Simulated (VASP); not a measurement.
# SnO (Pm) in VASP: further runs, part 2 of 2

VASP 6.6.1. Earlier steps stand in the parts before.

## Step 3: Single point, PBEsol (atom 3 (O) moved by (-0.300, +0.150) A along x and z)

File INCAR:

```
PREC = Accurate ; ENCUT = 520
EDIFF = 1E-6 ; ISMEAR = 0
SIGMA = 0.15 ; LREAL = False
LASPH = True ; NELM = 80
ALGO = Fast ; ISIF = 2
LWAVE = False ; LCHARG = False
GGA = PS ; NBANDS = 28
```

File KPOINTS:

```
Automatic mesh
0
Gamma
  12 12 10
```

File POSCAR:

```
SnO
1.0
    3.8020000000      0.0000000000      0.0000000000
    0.0000000000      3.8020000000      0.0000000000
    0.0000000000      0.0000000000      4.8360000000
Sn O
2 2
Direct
    0.0000000000      0.5000000000      0.2385000000
    0.5000000000      0.0000000000      0.7615000000
   -0.0789058390      0.0000000000      0.0310173697
    0.5000000000      0.5000000000      0.0000000000
```

Potentials or basis: VASP PAW PBE potentials, release 64 (Sn_d, O).

Launch:

```
$ cat potpaw_PBE.64/Sn_d/POTCAR potpaw_PBE.64/O/POTCAR > POTCAR
$ mpirun -np 1 vasp_std > vasp.out
```

OUTCAR:

```text
PREC = Accurate
   ENCUT = 520
   EDIFF = 1E-6
   ISMEAR = 0
   LREAL = False
   LASPH = True
   NELM = 80
   ISIF = 2
   GGA = PS

 ion  position               nearest neighbor table
   1  0.000  0.500  0.239-   3 2.17   3 2.17   4 2.22   4 2.22   2 3.54   2 3.54   2 3.54   2 3.54
                             2 3.69   2 3.69   2 3.69   2 3.69
   2  0.500  0.000  0.761-   3 2.06   4 2.22   4 2.22   3 2.56   1 3.54   1 3.54   1 3.54   1 3.54
                             1 3.69   1 3.69   1 3.69   1 3.69
   3  0.921  0.000  0.031-   2 2.06   1 2.17   1 2.17   2 2.56
[... 949 lines left out ...]
  -------------------------------------------------------------------------------------
  Total        0.7790403      1.7950966      0.5819781      0.0000000      0.0000000      1.0497246
  in kB       17.8550050     41.1422360     13.3384916      0.0000000      0.0000000     24.0588829
  external PRESSURE =      24.1119109 kB  Pullay stress =       0.0000000 kB

 VOLUME and BASIS-vectors are now :
 -----------------------------------------------------------------------------
  energy-cutoff  :      520.00
  volume of cell :       69.91
      direct lattice vectors                 reciprocal lattice vectors
     3.802000000  0.000000000  0.000000000     0.263019463  0.000000000  0.000000000
     0.000000000  3.802000000  0.000000000     0.000000000  0.263019463  0.000000000
     0.000000000  0.000000000  4.836000000     0.000000000  0.000000000  0.206782465

 POSITION                                       TOTAL-FORCE (eV/Angst)
 -----------------------------------------------------------------------------------
      0.00000      1.90100      1.15339        -0.207896      0.000000      0.574031
      1.90100      0.00000      3.68261        -0.496230      0.000000     -0.248534
      3.50200      0.00000      0.15000         1.929735      0.000000     -0.206666
      1.90100      1.90100      0.00000        -1.225609      0.000000     -0.118831
 -----------------------------------------------------------------------------------
    total drift:                               -0.000145      0.000000      0.000285

  FREE ENERGIE OF THE ION-ELECTRON SYSTEM (eV)
  ---------------------------------------------------
  free  energy   TOTEN  =       -23.8719673228 eV

  energy  without entropy=      -23.8704223823  energy(sigma->0) =      -23.87119485
```

OSZICAR:

```text
N       E                     dE             d eps       ncg     rms          rms(c)
DAV:   1     0.412363732054E+03    0.41236E+03   -0.19719E+04 24948   0.216E+03
DAV:   2     0.349184404245E+02   -0.37745E+03   -0.36311E+03 25020   0.534E+02
DAV:   3    -0.243930577461E+02   -0.59311E+02   -0.58180E+02 27704   0.181E+02
DAV:   4    -0.271981615887E+02   -0.28051E+01   -0.27911E+01 27756   0.417E+01
DAV:   5    -0.272659811241E+02   -0.67820E-01   -0.67812E-01 26188   0.697E+00    0.111E+01
RMM:   6    -0.240550211894E+02    0.32110E+01   -0.91940E+00 30948   0.155E+01    0.442E+00
RMM:   7    -0.239065731858E+02    0.14845E+00   -0.68236E-01 32047   0.650E+00    0.240E+00
RMM:   8    -0.238846359199E+02    0.21937E-01   -0.24036E-01 32538   0.333E+00    0.815E-01
RMM:   9    -0.238714781407E+02    0.13158E-01   -0.27934E-02 34307   0.122E+00    0.301E-01
RMM:  10    -0.238719149232E+02   -0.43678E-03   -0.13715E-02 33921   0.689E-01    0.183E-01
RMM:  11    -0.238719417535E+02   -0.26830E-04   -0.23020E-03 32435   0.445E-01    0.396E-02
RMM:  12    -0.238719509803E+02   -0.92268E-05   -0.85712E-04 34800   0.242E-01    0.317E-02
RMM:  13    -0.238719621963E+02   -0.11216E-04   -0.22413E-04 37886   0.111E-01    0.150E-02
RMM:  14    -0.238719668505E+02   -0.46542E-05   -0.50777E-05 35016   0.390E-02    0.602E-03
RMM:  15    -0.238719673228E+02   -0.47236E-06   -0.86516E-06 28631   0.227E-02
   1 F= -.23871967E+02 E0= -.23871195E+02  d E =-.154494E-02
```

stdout:

```text
POSCAR found type information on POSCAR SnO
 POSCAR found :  2 types and       4 ions
 scaLAPACK will be used
 -----------------------------------------------------------------------------
|                                                                             |
|                                                                             |
|     You enforced a specific xc type in the INCAR file but a different       |
|     I HOPE YOU KNOW WHAT YOU ARE DOING!                                     |
|                                                                             |
 -----------------------------------------------------------------------------

 LDA part: xc-table for (Slater+PW92), standard interpolation
 POSCAR, INCAR and KPOINTS ok, starting setup
 FFT: planning ... GRIDC
 FFT: planning ... GRID_SOFT
 FFT: planning ... GRID
 WAVECAR not read
 entering main loop
WARNING in EDDRMM: call to ZHEGV failed, returncode =   8  4     26
WARNING in EDDRMM: call to ZHEGV failed, returncode =   8  4     26
WARNING in EDDRMM: call to ZHEGV failed, returncode =   6  3     24
WARNING in EDDRMM: call to ZHEGV failed, returncode =   6  3     25
WARNING in EDDRMM: call to ZHEGV failed, returncode =   6  3     24
WARNING in EDDRMM: call to ZHEGV failed, returncode =   6  3     24
WARNING in EDDRMM: call to ZHEGV failed, returncode =   8  4     25
WARNING in EDDRMM: call to ZHEGV failed, returncode =   6  3     23
WARNING in EDDRMM: call to ZHEGV failed, returncode =   6  3     28
WARNING in EDDRMM: call to ZHEGV failed, returncode =   8  4     27
```

Wall time 22 min (1 thread of Oxide Virtual Turin-like, shared host); peak memory 0.66 GiB.

Results:

```yaml
Free_energy: -23.8720 eV
Pressure: 2.4 GPa
Largest_force: 1.941 eV/Å
Band_gap_on_the_k_mesh: zero (bands 20 and 21 overlap by 0.10 eV)
```

Forces in eV/Å, atoms in the order of the input:
```
Sn  -0.208  0.000  0.574
Sn  -0.496  0.000 -0.249
O    1.930  0.000 -0.207
O   -1.226  0.000 -0.119
```

Caveat: the cell differs from its parent crystal (atom 3 (O) moved by (-0.300, +0.150) A along x and z); semilocal functionals underestimate gaps, and a narrow one can read as zero; the PAW data sets were made with another functional, which shifts forces and pressure a little; spin-orbit coupling is left out, which moves the levels of the heavy elements.

## Step 4: Single point, PBEsol (atom 3 (O) moved by (-0.300, -0.300) A along x and z)

File INCAR:

```
PREC = Accurate ; ENCUT = 520
EDIFF = 1E-6 ; ISMEAR = 0
SIGMA = 0.15 ; LREAL = False
LASPH = True ; NELM = 60
ALGO = Fast ; ISIF = 2
LWAVE = False ; LCHARG = True
GGA = PS ; LELF = True
LVHAR = True ; NBANDS = 28
```

KPOINTS is that of step 3.

POSCAR: that of step 3 with these lines changed.

```diff
@@ -10,3 +10,3 @@
     0.5000000000      0.0000000000      0.7615000000
-   -0.0789058390      0.0000000000      0.0310173697
+   -0.0789058390      0.0000000000     -0.0620347395
     0.5000000000      0.5000000000      0.0000000000
```

Launch:

```
$ cat potpaw_PBE.64/Sn_d/POTCAR potpaw_PBE.64/O/POTCAR > POTCAR
$ mpirun -np 1 vasp_std > vasp.out
```

Wall time 23 min (1 thread of Oxide Virtual Turin-like, shared host); peak memory 0.67 GiB.

The run converged. Its results:

| Property | Result |
| --- | --- |
| Free energy | -23.0560 eV |
| Pressure | 7.5 GPa |
| Largest force | 7.402 eV/Å |
| Band gap on the k mesh | zero (bands 20 and 21 overlap by 0.13 eV) |

Forces in eV/Å, atoms in the order of the input:
```
Sn  -0.212  0.000 -0.467
Sn  -4.710  0.000 -3.344
O    6.334  0.000  3.829
O   -1.413  0.000 -0.018
```

Stress tensor (GPa, compression positive):
```
19.09  0.00  8.17
 0.00 -0.52  0.00
 8.17  0.00  3.87
```

Levels at points of the mesh, in eV from the Fermi level:
```
           k point  band 16  band 17  band 18  band 19  band 20  band 21  band 22  band 23  band 24  band 25
(0.00, 0.00, 0.00)    -6.20    -3.88    -3.48    -2.83    -0.11     1.92     4.07     4.19     4.98     5.62
(0.50, 0.00, 0.00)    -5.06    -4.66    -3.93    -3.02    -2.59     3.02     4.44     4.63     5.27     6.01
(0.00, 0.50, 0.00)    -5.51    -4.96    -4.82    -2.67    -2.30     2.02     2.36     5.11     5.70     6.01
(0.50, 0.50, 0.00)    -5.21    -2.77    -2.72    -2.08    -1.39    -0.23     0.05     3.97     4.54     7.09
(0.00, 0.00, 0.50)    -4.11    -3.59    -3.13    -2.81    -2.15     1.58     2.51     3.56     3.62     7.39
(0.50, 0.00, 0.50)    -5.32    -4.94    -3.88    -2.44    -1.40     2.37     2.97     4.26     5.44     6.59
(0.00, 0.50, 0.50)    -5.81    -5.09    -4.71    -1.99    -1.27     1.81     2.31     5.10     5.30     5.94
(0.50, 0.50, 0.50)    -5.67    -3.42    -2.92    -2.17    -1.96     1.69     2.26     3.77     3.96     5.25
```

Caveat: the cell differs from its parent crystal (atom 3 (O) moved by (-0.300, -0.300) A along x and z); the stress differs along the axes, from -1 to 19 GPa; semilocal functionals underestimate gaps, and a narrow one can read as zero; the PAW data sets were made with another functional, which shifts forces and pressure a little; spin-orbit coupling is left out, which moves the levels of the heavy elements.

## Step 5: The runs side by side

| cell | gap on the mesh (eV) | pressure (GPa) | largest force (eV/Å) |
| --- | --- | --- | --- |
| as given, atomic positions A | none | 4.9 | 5.10 |
| as given, atomic positions B | none | 2.4 | 1.94 |
| as given, atomic positions C | none | 7.5 | 7.40 |

Alike in all rows: task single point; level PBEsol; potentials or basis VASP PAW PBE potentials, release 64 (Sn_d, O); no spin polarisation; k mesh 12 × 12 × 10; cutoff (eV) 520; smearing gaussian 0.15 eV.

Caveats: semilocal functionals underestimate gaps, and a narrow one can read as zero; the PAW data sets were made with another functional, which shifts forces and pressure a little; spin-orbit coupling is left out, which moves the levels of the heavy elements; the stress differs along the axes, from 0 to 11 GPa (at least some runs); the stress differs along the axes, from -1 to 19 GPa (at least some runs).

Absolute energies hang on the potentials; compare differences alone.
